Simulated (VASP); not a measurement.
# BN (F-43m) in VASP: G0W0 quasiparticle levels with PBE

Aim: the G0W0 quasiparticle levels of BN with PBE.

Everything below comes from runs of VASP 6.6.1. Logs are shortened: lines on timing, memory, paths and dates and some standing lists are left out, and cuts for length are marked.

### Step 1. The cell of the first run

It takes space group F-43m (No. 216, cubic). The conventional cell has a = 3.610 Å, b = 3.610 Å, c = 3.610 Å, α = 90.00°, β = 90.00°, γ = 90.00°. Within 2.1 Å of B (site symmetry -43m) lie 4 N at 1.56 Å. Within 2.1 Å of N (site symmetry -43m) lie 4 B at 1.56 Å.

### Step 2. G0W0 quasiparticle levels, PBE

POSCAR

```
BN
1.0
    0.0000000000      1.8048254679      1.8048254679
    1.8048254679      0.0000000000      1.8048254679
    1.8048254679      1.8048254679      0.0000000000
B N
1 1
Direct
    0.0000000000      0.0000000000      0.0000000000
    0.2500000000      0.2500000000      0.2500000000
```

INCAR.step1

```
ALGO     = Normal         # electronic algorithm
EDIFF    = 1E-8           # SCF threshold, eV
ENCUT    = 500            # plane-wave cutoff, eV
GGA      = PE             # functional
ISMEAR   = 0              # smearing method
LASPH    = True           # aspherical terms in the spheres
LCHARG   = False          # write CHGCAR
LREAL    = False          # projectors in reciprocal space
LWAVE    = True           # write WAVECAR
NELM     = 80             # most SCF steps
PREC     = Accurate       # precision mode
SIGMA    = 0.01           # smearing width, eV
```

INCAR.step2

```
ALGO     = Exact          # electronic algorithm
EDIFF    = 1E-8           # SCF threshold, eV
ENCUT    = 500            # plane-wave cutoff, eV
GGA      = PE             # functional
ISMEAR   = 0              # smearing method
ISTART   = 1            
LASPH    = True           # aspherical terms in the spheres
LCHARG   = False          # write CHGCAR
LOPTICS  = True           # frequency-dependent dielectric function
LREAL    = False          # projectors in reciprocal space
LWAVE    = True           # write WAVECAR
NBANDS   = 85             # bands
NELM     = 1              # most SCF steps
PREC     = Accurate       # precision mode
SIGMA    = 0.01           # smearing width, eV
```

INCAR.step3

```
ALGO     = EVGW0          # electronic algorithm
EDIFF    = 1E-8           # SCF threshold, eV
ENCUT    = 500            # plane-wave cutoff, eV
ENCUTGW  = 200            # cutoff of the response function
GGA      = PE             # functional
ISMEAR   = 0              # smearing method
ISTART   = 1            
LASPH    = True           # aspherical terms in the spheres
LCHARG   = False          # write CHGCAR
LREAL    = False          # projectors in reciprocal space
LWAVE    = False          # write WAVECAR
NBANDS   = 85             # bands
NBANDSGW = 12           
NELMGW   = 1            
NOMEGA   = 96             # frequency points
OMEGAMAX = 20           
PREC     = Accurate       # precision mode
PRECFOCK = Fast         
SIGMA    = 0.01           # smearing width, eV
```

KPOINTS

```
k-points
0
Gamma
  6 6 6
```

Potentials or basis: VASP PAW PBE potentials, release 64 (B_GW, N_GW).

Run with:

```bash
$ cat potpaw_PBE.64/B_GW/POTCAR potpaw_PBE.64/N_GW/POTCAR > POTCAR
$ cp INCAR.step1 INCAR
$ mpirun -np 1 vasp_std > vasp.out
$ cp INCAR.step2 INCAR
$ mpirun -np 1 vasp_std > vasp.out
$ cp INCAR.step3 INCAR
$ mpirun -np 1 vasp_std > vasp.out
```

OUTCAR:

```text
EDIFF = 1E-8
   ENCUT = 500
   ENCUTGW = 200
   GGA = PE
   ISMEAR = 0
   ISTART = 1
   LASPH = True
   LREAL = False
   NELMGW = 1
   PREC = Accurate
   PRECFOCK = Fast

 ion  position               nearest neighbor table
   1  0.000  0.000  0.000-   2 1.56   2 1.56   2 1.56   2 1.56
   2  0.250  0.250  0.250-   1 1.56   1 1.56   1 1.56   1 1.56

  LATTYP: Found a face centered cubic cell.
 ALAT       =     3.6096509358

  Lattice vectors:

 A1 = (   0.0000000000,   1.8048254679,   1.8048254679)
 A2 = (   1.8048254679,   0.0000000000,   1.8048254679)
 A3 = (   1.8048254679,   1.8048254679,   0.0000000000)

Analysis of symmetry for initial positions (statically):
=====================================================================
 Subroutine PRICEL returns:
 Original cell was already a primitive cell.

 Routine SETGRP: Setting up the symmetry group for a
 face centered cubic supercell.

 Subroutine GETGRP returns: Found 24 space group operations
 (whereof 24 operations were pure point group operations)
 out of a pool of 48 trial point group operations.

The static configuration has the point symmetry T_d .

Analysis of symmetry for dynamics (positions and initial velocities):
=====================================================================
 Subroutine PRICEL returns:
 Original cell was already a primitive cell.

 Routine SETGRP: Setting up the symmetry group for a
 face centered cubic supercell.

 Subroutine GETGRP returns: Found 24 space group operations
 (whereof 24 operations were pure point group operations)
 out of a pool of 48 trial point group operations.

The dynamic configuration has the point symmetry T_d .

 Subroutine INISYM returns: Found 24 space group operations
 (whereof 24 operations are pure point group operations),
 and found     1 'primitive' translations

----------------------------------------------------------------------------------------

                                     Primitive cell

  volume of cell :      11.7581

  direct lattice vectors                    reciprocal lattice vectors
     0.000000000  1.804825468  1.804825468    -0.277035098  0.277035098  0.277035098
     1.804825468  0.000000000  1.804825468     0.277035098 -0.277035098  0.277035098
     1.804825468  1.804825468  0.000000000     0.277035098  0.277035098 -0.277035098

  length of vectors
     2.552408654  2.552408654  2.552408654     0.479838865  0.479838865  0.479838865

  position of ions in fractional coordinates (direct lattice)
     0.000000000  0.000000000  0.000000000
     0.250000000  0.250000000  0.250000000

  ion indices of the primitive-cell ions
   primitive index   ion index
                 1           1
                 2           2

----------------------------------------------------------------------------------------

 KPOINTS: k-points

Automatic generation of k-mesh.
 Grid dimensions read from file:
 generate k-points for:    6    6    6

 Generating k-lattice:

  Cartesian coordinates                     Fractional coordinates (reciprocal lattice)
    -0.046172516  0.046172516  0.046172516     0.166666667  0.000000000  0.000000000
     0.046172516 -0.046172516  0.046172516     0.000000000  0.166666667  0.000000000
     0.046172516  0.046172516 -0.046172516     0.000000000  0.000000000  0.166666667

  Length of vectors
     0.079973144  0.079973144  0.079973144

  Shift w.r.t. Gamma in fractional coordinates (k-lattice)
     0.000000000  0.000000000  0.000000000

 Subroutine IBZKPT returns following result:
 ===========================================

 Found     16 irreducible k-points:

 Following reciprocal coordinates:
            Coordinates               Weight
  0.000000  0.000000  0.000000      1.000000
  0.166667  0.000000  0.000000      8.000000
  0.333333  0.000000  0.000000      8.000000
  0.500000  0.000000  0.000000      4.000000
  0.166667  0.166667  0.000000      6.000000
  0.333333  0.166667  0.000000     24.000000
[... 8 lines left out ...]
 -0.333333  0.333333  0.166667     24.000000
 -0.333333  0.500000  0.166667     12.000000
   k-points           NKPTS =     16   k-points in BZ     NKDIM =    216   number of bands    NBANDS=     85
   number of dos      NEDOS =    301   number of ions     NIONS =      2
   total plane-waves  NPLWV =   8000
   dimension x,y,z NGX =    20 NGY =   20 NGZ =   20
   dimension x,y,z NGXF=    40 NGYF=   40 NGZF=   40
   ions per type =               1   1
   NGX,Y,Z   is equivalent  to a cutoff of  13.03, 13.03, 13.03 a.u.
   NGXF,Y,Z  is equivalent  to a cutoff of  26.05, 26.05, 26.05 a.u.
 SYSTEM =  unknown system
   PREC   = accura    normal or accurate (medium, high low for compatibility)
   ISTART =      1    job   : 0-new  1-cont  2-samecut
   ICHARG =      0    charge: 1-file 2-atom 10-const
   ISPIN  =      1    spin polarized calculation?
   LNONCOLLINEAR =      F non collinear calculations
   LSORBIT =      F    spin-orbit coupling
   LASPH  =      T    aspherical Exc in radial PAW
   ENCUT  =  500.0 eV  36.75 Ry    6.06 a.u.   4.65  4.65  4.65*2*pi/ulx,y,z
   NELM   =     60;   NELMIN=  2; NELMDL=  0     # of ELM steps
   EDIFF  = 0.1E-07   stopping-criterion for ELM
   LREAL  =      F    real-space projection
   EDIFFG = 0.1E-06   stopping-criterion for IOM
   NSW    =      0    number of steps for IOM
   IBRION =     -1    ionic relax: 0-MD 1-quasi-New 2-CG
   NFREE  =      0    steps in history (QN), initial steepest desc. (CG)
   ISIF   =      0    stress and relaxation
   ISYM   =      3    0-nonsym 1-usesym 2-fastsym
   POTIM  = 0.5000    time-step for ionic-motion
   TEBEG  =    0.0;   TEEND  =   0.0 temperature during run
   PSTRESS=    0.0 pullay stress
   NELECT =       8.0000    total number of electrons
   NUPDOWN=      -1.0000    fix difference up-down
   EMIN   =  10.00;   EMAX   =-10.00  energy-range for DOS
   EFERMI =   0.00;   METHOD = LEGACY
   ISMEAR =     0;   SIGMA  =   0.01  broadening in eV -4-tet -1-fermi 0-gaus
   EFERMI_NEDOS =   21; number of points for ismear=-14 and -15
   IALGO  =     38    algorithm
   IMIX   =      4    mixing-type and parameters
     AMIX     =   0.40;   BMIX     =  1.00
     AMIX_MAG =   1.60;   BMIX_MAG =  1.00
  volume/ion in A,a.u.               =       5.88        39.67
  Fermi-wavevector in a.u.,A,eV,Ry     =   1.439880  2.720979 28.208337  2.073254
  Thomas-Fermi vector in A             =   2.558686
   LORBIT       =      0    0 simple, 1 ext, 2 COOP (PROOUT), +10 PAW based schemes
   GGA     = PE    functional components
   LHFCALC =     T    Hartree Fock is set to
   PRECFOCK=fast      Normal, Fast or Accurate (Low or Medium for compatibility)
   ENCUT4O =  -1.0   cutoff for four orbital integrals eV
   NKREDX  =     1    reduce k-point grid by
   NKREDY  =     1    reduce k-point grid by
   NKREDZ  =     1    reduce k-point grid by
   AEXX    =    1.0000 exact exchange contribution
   HFSCREEN=    0.0000 screening length (either q_TF or 0.3 A-1)
   HFSCREENC=   0.0000 screening length for correlation (either q_TF or 0.3 A-1)
   ENCUTFOCK=  -1.0 apply spherical cutoff to Coloumb kernel
   IVDW    =     0    specifies the selected vdW correction
   LEPSILON=     F    determine dielectric tensor
   LRPA    =     F    only Hartree local field effects (RPA)
   LRPAFORCE           =     F    calculate RPA forces
   ENCUTGW             = 200.0    cutoff for response function in eV
   ENCUTGWSOFT         = 160.0    soft cutoff for Coulomb kernel in GW response function in eV
   ENCUTLF             =  -1.0    cutoff for local field effects
   NELMGW              =     1    number of iterations in solving QP/BSE equation
   NELMHF              =     1    number of iterations in the inner HF iteration
   NKREDLFX            =     1    NKREDLFY  =   1   NKREDLFZ  =   1
 non-spin polarized calculation
 Gauss-broadening in eV      SIGMA  =   0.01
  energy-cutoff  :      500.00
  volume of cell :       11.76
 maximum number of plane-waves:       310
 NGX is ok and might be reduce to    20
  NGX = 12; NGY = 12; NGZ = 12
   NGX =  9   NGY =  9   NGZ =  9
 maximum number of plane-waves:        81

 QP shifts <psi_nk| G(iteration)W_0 |psi_nk>: iteration 1
 for sc-GW calculations column KS-energies equals QP-energies in previous step
 and V_xc(KS)=  KS-energies - (<T + V_ion + V_H > + <T+V_H+V_ion>^1  + <V_x>^1)

 k-point   1 :       0.0000    0.0000    0.0000
  band No.  KS-energies  QP-energies   sigma(KS)   V_xc(KS)     V^pw_x(r,r')   Z            occupation Imag(sigma)

      1     -12.7664     -14.8225     -18.1128     -15.4971     -26.5176       0.7861       2.0000       1.3398
      2       7.5171       6.5507     -19.4687     -18.2998     -21.9092       0.8267       2.0000       0.0320
      3       7.5171       6.5507     -19.4687     -18.2998     -21.9092       0.8267       2.0000       0.0320
      4       7.5171       6.5507     -19.4687     -18.2998     -21.9092       0.8267       2.0000       0.0320
      5      16.3585      17.6052     -12.3113     -13.8009      -7.0177       0.8369       0.0000      -0.0426
      6      16.3585      17.6052     -12.3113     -13.8009      -7.0177       0.8369       0.0000      -0.0426
      7      16.3585      17.6052     -12.3113     -13.8009      -7.0177       0.8369       0.0000      -0.0426
      8      17.9365      18.9702     -14.1806     -15.4444      -8.3820       0.8180       0.0000      -0.0534
      9      32.3460      32.6920     -11.0178     -11.4569      -3.3124       0.7879       0.0000      -0.4474
     10      35.3495      36.3808     -12.1007     -13.3424      -5.4646       0.8305       0.0000      -0.4799
     11      35.3495      36.3808     -12.1007     -13.3424      -5.4646       0.8305       0.0000      -0.4799
     12      35.9536      36.5170     -10.4317     -11.1067      -3.0540       0.8346       0.0000      -0.9427

 k-point   2 :       0.1667    0.0000    0.0000
  band No.  KS-energies  QP-energies   sigma(KS)   V_xc(KS)     V^pw_x(r,r')   Z            occupation Imag(sigma)

      1     -12.0946     -14.0244     -18.1508     -15.6139     -26.4347       0.7607       2.0000       1.2293
      2       4.4937       3.2190     -18.5263     -16.9611     -21.5225       0.8143       2.0000       0.0345
      3       6.8929       5.8669     -19.1711     -17.9297     -21.7002       0.8265       2.0000       0.0304
      4       6.8929       5.8669     -19.1711     -17.9297     -21.7002       0.8265       2.0000       0.0304
      5      16.9000      18.0028     -12.9851     -14.3139      -7.5961       0.8299       0.0000      -0.0437
      6      17.2747      18.5872     -12.5815     -14.1600      -7.1054       0.8315       0.0000      -0.0435
      7      17.2747      18.5872     -12.5815     -14.1600      -7.1054       0.8315       0.0000      -0.0435
      8      19.8201      21.1394     -14.4046     -16.0382      -8.2994       0.8076       0.0000      -0.0569
      9      31.5694      32.3340     -11.2148     -12.1335      -4.6998       0.8324       0.0000      -0.3573
     10      31.5694      32.3340     -11.2148     -12.1335      -4.6998       0.8324       0.0000      -0.3573
     11      31.5735      32.0076     -10.3822     -10.9234      -3.0422       0.8021       0.0000      -0.3882
     12      35.4888      36.0381     -11.3391     -12.0156      -3.3840       0.8119       0.0000      -0.8776
[... 196 lines left out ...]
      1      -7.3828      -9.0434     -19.4658     -17.2802     -26.8402       0.7598       2.0000       0.5708
      2      -1.4766      -3.1597     -17.0746     -14.9126     -21.5291       0.7785       2.0000       0.0795
      3       1.4335      -0.1153     -17.9422     -16.0009     -21.7338       0.7978       2.0000       0.0498
      4       2.9976       1.6295     -17.8072     -16.1168     -21.0453       0.8093       2.0000       0.0387
      5      17.0313      18.0588     -12.9296     -14.1622      -7.7165       0.8336       0.0000      -0.0436
      6      19.3677      20.5527     -12.5850     -14.0244      -6.6208       0.8232       0.0000      -0.0534
      7      22.5349      24.0798     -14.6401     -16.6028      -7.8380       0.7871       0.0000      -0.0812
      8      23.9697      25.4488     -13.0039     -14.8996      -5.7427       0.7802       0.0000      -0.1086
      9      25.6809      26.7343     -12.5274     -13.8317      -6.1057       0.8077       0.0000      -0.1081
     10      33.3150      34.5714     -12.6141     -14.1899      -4.5756       0.7973       0.0000      -0.5995
     11      35.6911      36.6258     -11.9397     -13.0997      -4.2108       0.8058       0.0000      -0.7240
     12      40.2767      41.0550     -11.0439     -11.9936      -3.4223       0.8195       0.0000      -0.9777

 k-point  16 :      -0.3333    0.5000    0.1667
  band No.  KS-energies  QP-energies   sigma(KS)   V_xc(KS)     V^pw_x(r,r')   Z            occupation Imag(sigma)

      1      -6.9251      -8.5335     -19.6446     -17.4809     -26.9063       0.7434       2.0000       0.5038
      2      -0.7040      -2.4330     -17.6777     -15.4654     -22.1106       0.7815       2.0000       0.0700
      3       1.2943      -0.2259     -17.7161     -15.8126     -21.4612       0.7987       2.0000       0.0488
      4       1.3344      -0.1206     -17.1474     -15.3355     -20.6535       0.8031       2.0000       0.0454
      5      15.3084      16.2123     -12.8236     -13.9037      -7.8517       0.8368       0.0000      -0.0411
      6      19.5701      20.5923     -12.3291     -13.5608      -6.6699       0.8299       0.0000      -0.0485
      7      22.6632      24.1083     -13.3846     -15.2165      -6.4472       0.7889       0.0000      -0.0893
      8      24.3752      25.9020     -13.6671     -15.6215      -6.4999       0.7812       0.0000      -0.1077
      9      27.1737      28.6007     -14.3916     -16.2398      -6.8276       0.7722       0.0000      -0.1839
     10      33.4907      34.7820     -12.2860     -13.9142      -4.2245       0.7931       0.0000      -0.6215
     11      37.7926      38.6404     -11.8489     -12.8791      -4.1988       0.8229       0.0000      -0.8682
     12      40.9414      42.0260     -11.6301     -12.9550      -3.8572       0.8186       0.0000      -0.9651
```

Wall time 44 s (1 thread of Intel Xeon 6975P-C (Granite Rapids), shared host); peak memory 0.28 GiB.

Results:

| Quantity | Value |
| --- | --- |
| Quasiparticle gap | 6.06 eV |
| Least direct quasiparticle gap | 11.05 eV |
| Band gap of the starting levels on the mesh | 4.47 eV |
| Least direct gap of the starting levels on the mesh | 8.84 eV |

Caveat: the k points lie up to 0.50 Å⁻¹ apart; bands, screening cutoff and mesh are small and nothing is extrapolated, so the quasiparticle values aren't converged.
